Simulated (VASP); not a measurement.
Runs of VASP 6.6.1 on PbO. The structure is that of space group P4/nmm (No. 129), or close to it. The cells are those of the table. 

```csv
cell,gap on the mesh (eV),pressure (GPa),largest force (eV/Å)
"a = 3.888, b = 3.888, c = 4.881 Å, 4 atoms",(b),6.7,0.82
"a = 4.087, b = 4.087, c = 5.132 Å, 4 atoms",1.20,-5.8,1.12
"a = 3.956, b = 3.956, c = 4.968 Å, 4 atoms",1.06,1.3,0.05
"a = 3.852, b = 3.852, c = 4.837 Å, 4 atoms",0.90,10.0,1.27
"a = 4.119, b = 4.119, c = 5.172 Å, 4 atoms",(a),-7.0,1.35
"a = 3.922, b = 3.922, c = 4.925 Å, 4 atoms",1.01,3.8,0.42
"a = 3.990, b = 3.990, c = 5.010 Å, 4 atoms",(c),-0.8,0.29
"a = 4.023, b = 4.023, c = 5.051 Å, 4 atoms",1.14,-2.7,0.59
```

Alike in all rows: task single point; level PBEsol; potentials or basis VASP PAW PBE potentials, release 64 (Pb_d, O); no spin polarisation; k mesh 6 × 6 × 6; cutoff (eV) 520; smearing gaussian 0.01 eV.

Q: Estimate the missing entries.

A: (a) 1.23; (b) 0.96; (c) 1.10.

Caveats: the PAW data sets were made with another functional, which shifts forces and pressure a little; spin-orbit coupling is left out, which moves the levels of the heavy elements; the cell stands under pressure (at least some runs); the cell stands under tension (at least some runs).

A k mesh can miss the band edges, and the runs leave out spin-orbit coupling on Pb.
